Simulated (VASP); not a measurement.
Write the native input for VASP 6.6.1 that does the following.

```
Task                   : single point
Functional             : PBE
Potentials or basis    : VASP PAW PBE potentials, release 64 (Pd)
Cutoff                 : 500 eV
k mesh                 : 11 × 11 × 11
Occupations            : gaussian, width 0.1 eV
Spin                   : no spin polarisation
Dipole correction      : no
Further INCAR settings : ALGO = Normal; EDIFF = 1e-06; NBANDS = 11
```

The structure of Pd lies in POSCAR:

```
Pd
1.0
    0.0000000000      1.9126527217      1.9126527217
    1.9126527217      0.0000000000      1.9126527217
    1.9126527217      1.9126527217      0.0000000000
Pd
1
Direct
    0.0000000000      0.0000000000      0.0000000000
```

These files were run (other wordings do the same):

INCAR

```
SYSTEM = Pd
ALGO     = Normal         ! electronic algorithm
EDIFF    = 1E-6           ! SCF threshold, eV
ENCUT    = 500            ! plane-wave cutoff, eV
GGA      = PE             ! functional
GGA_COMPAT= .FALSE.      
ISIF     = 2              ! what is computed and relaxed
ISMEAR   = 0              ! smearing method
LASPH    = .TRUE.         ! aspherical terms in the spheres
LCHARG   = .FALSE.        ! write CHGCAR
LREAL    = .FALSE.        ! projectors in reciprocal space
LWAVE    = .FALSE.        ! write WAVECAR
NBANDS   = 11             ! bands
NELM     = 120            ! most SCF steps
PREC     = Accurate       ! precision mode
SIGMA    = 0.1            ! smearing width, eV
```

KPOINTS

```
k-points
0
G
  11 11 11
  0 0 0
```

Potentials or basis: VASP PAW PBE potentials, release 64 (Pd).

The run is started by

```sh
$ cat potpaw_PBE.64/Pd/POTCAR > POTCAR
$ mpirun -np 1 vasp_std > vasp.out
```

It gave:

```yaml
Pressure: 19.7 GPa
Band_gap_on_the_k_mesh: zero (bands 5 and 6 overlap by 1.65 eV)
```

Caveat: the cell stands under pressure.

Wall time 3.6 s on 1 thread of Intel(R) Xeon(R) 6975P-C (Granite Rapids) (shared host), peak memory 0.12 GiB.
